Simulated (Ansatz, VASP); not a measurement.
# PbS in VASP and in Ansatz

POSCAR

```
PbS
1.0
    4.1234513013      0.0000000000      0.0000000000
   -2.0617256507      3.5710135782      0.0000000000
    0.0000000000      0.0000000000      7.3337316572
Pb S
2 2
Direct
    0.0000000000      0.0000000000      0.0000000000
    0.0000000000      0.0000000000      0.5000000000
    0.3333333333      0.6666666667      0.2500000000
    0.6666666667      0.3333333333      0.7500000000
```

The input INCAR.step1:

```
PREC = Accurate
ENCUT = 550
ISMEAR = -1
SIGMA = 0.02
LREAL = F
LASPH = T
NELM = 120
NBANDS = 28
GGA = PE
ALGO = Normal
EDIFF = 1E-5
LWAVE = T
LCHARG = F
GGA_COMPAT = F
```

The input INCAR.step2:

```
PREC = Accurate
ENCUT = 550
EDIFF = 1E-6
ISMEAR = -1
SIGMA = 0.02
LREAL = F
LASPH = T
NELM = 120
ALGO = Normal
ISIF = 2
LWAVE = F
LCHARG = T
METAGGA = R2SCAN
LMIXTAU = T
LELF = T
LVHAR = T
NBANDS = 28
ISTART = 1
GGA_COMPAT = F
```

KPOINTS

```
regular mesh
0
Gamma
  12 12 4
```

Input for Ansatz:

```yaml
crystal:
  lattice:
    - [4.1234513013, 0.0, 0.0]
    - [-2.0617256507, 3.5710135782, 0.0]
    - [0.0, 0.0, 7.3337316572]
  atoms:
    - { symbol: Pb, position: [0.0, 0.0, 0.0] }
    - { symbol: Pb, position: [0.0, 0.0, 0.5] }
    - { symbol: S, position: [0.3333333333, 0.6666666667, 0.25] }
    - { symbol: S, position: [0.6666666667, 0.3333333333, 0.75] }
kpoints:
  mp_grid: { grid: [12, 12, 4] }
  band_path:
    path:
      - [0.0, 0.0, 0.0]
      - [0.5, 0.0, 0.0]
      - [0.3333333333, 0.3333333333, 0.0]
      - [0.0, 0.0, 0.5]
      - [0.5, 0.0, 0.5]
      - [0.3333333333, 0.3333333333, 0.5]
    npoints: 1
hamiltonian:
  xc: r2scan
scf:
  occupations: { method: fermi_dirac, width: 0.02 }
  n_extra_bands: 5
output:
  forces: true
  stress: true
  eigenvalues: true
```

Alike in both runs: task single point; functional r2SCAN; k mesh 12 × 12 × 4; occupations fermi-dirac, width 0.02 eV; no spin polarisation.

```csv
,VASP,Ansatz
version,VASP 6.6.1,Ansatz 0.2.0
potentials or method,"VASP PAW PBE potentials, release 64 (Pb_d, S)","plane waves, PAW"
plane-wave cutoff (eV),550,500
valence electrons in the cell,40,40
```

```csv
,VASP,Ansatz,Ansatz less VASP
pressure (GPa),0.0,0.0,+0.01
```

VASP's potentials were made for PBE, not for r2SCAN. With one functional, cell and mesh, what is left measures potentials, basis and numerics.

Neither program's run includes spin-orbit coupling.
